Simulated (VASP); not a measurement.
Crystal: Ca.

```
Ca
1.0
     5.13056    0.00000    0.00000
    -2.56528    4.44319    0.00000
     0.00000    0.00000    5.82079
Ca
3
Cartesian
  1.1564 0.0000 1.9403
  -0.5782 1.0015 3.8805
  1.9871 3.4417 0.0000
```

| Property | Result |
| --- | --- |
| Program | VASP 6.6.1 |
| Task | relaxation of cell and atoms |
| Functional | PBEsol |
| Potentials or basis | VASP PAW PBE potentials, release 64 (Ca_sv) |
| Cutoff | 600 eV |
| k mesh | 6 × 6 × 4 |
| Occupations | gaussian, width 0.1 eV |
| Spin | no spin polarisation |

At the start: pressure 1.0 GPa; volume 44.23 Å³/atom.

Task: How do energy, volume and symmetry change on relaxing?

Result: Over 27 steps the energy falls by 1073.2 meV/atom and the volume is 40.24 Å³/atom (-9.0 %); space group P3_121 (No. 152, to 0.05 Å).

The path:
| step | energy change (eV) | largest force (eV/Å) | pressure (GPa) | volume (Å³) |
| --- | --- | --- | --- | --- |
| 1 | 0.0000 | 2.6708 | 1.05 | 132.69 |
| 2 | -0.9876 | 1.8176 | 0.05 | 138.18 |
| 3 | -1.9501 | 0.2512 | -1.68 | 151.46 |
| 4 | -1.9703 | 0.1414 | -1.77 | 152.99 |
| 5 | -1.9790 | 0.0449 | -1.84 | 154.55 |
| 6 | -2.2261 | 0.0320 | -0.84 | 135.32 |
| 7 | -2.3430 | 0.1016 | 0.42 | 120.29 |
| 8 | -2.1159 | 0.2187 | 6.33 | 93.01 |
| 9 | -2.3606 | 0.1087 | 0.99 | 115.65 |
| 10 | -2.5864 | 0.1183 | 1.88 | 110.62 |
| 11 | -2.6144 | 0.0603 | 7.89 | 91.62 |
| 12 | -2.8248 | 0.0957 | 4.52 | 100.89 |
| 13 | -2.8154 | 0.0854 | 5.50 | 97.98 |
| 14 | -2.9138 | 0.0699 | 4.91 | 99.48 |
| 15 | -2.9762 | 0.0513 | 4.24 | 101.51 |
| 16 | -2.9725 | 0.0461 | 4.08 | 102.00 |
| 17 | -2.9758 | 0.0484 | 4.15 | 101.77 |
| 18 | -3.0597 | 0.0495 | 3.21 | 105.11 |
| 19 | -3.1992 | 0.0512 | 0.98 | 115.51 |
| 20 | -3.2154 | 0.0524 | 0.17 | 120.34 |
| 21 | -3.2156 | 0.0525 | 0.06 | 121.03 |
| 22 | -3.2162 | 0.0513 | 0.05 | 121.12 |
| 23 | -3.2174 | 0.0476 | -0.01 | 121.41 |
| 24 | -3.2176 | 0.0407 | -0.11 | 121.97 |
| 25 | -3.2179 | 0.0439 | -0.07 | 121.72 |
| 26 | -3.2184 | 0.0421 | -0.03 | 121.47 |
| 27 | -3.2195 | 0.0366 | 0.08 | 120.73 |

Final structure:
```
Ca
1.0
     3.83866    0.00000    0.00000
    -1.91933    3.32438    0.00000
     0.00000    0.00000    9.46101
Ca
3
Cartesian
  1.3433 0.0000 3.1537
  -0.6717 1.1634 6.3073
  1.2477 2.1610 0.0000
```

Caveat: the PAW data sets were made with another functional, which shifts forces and pressure a little.
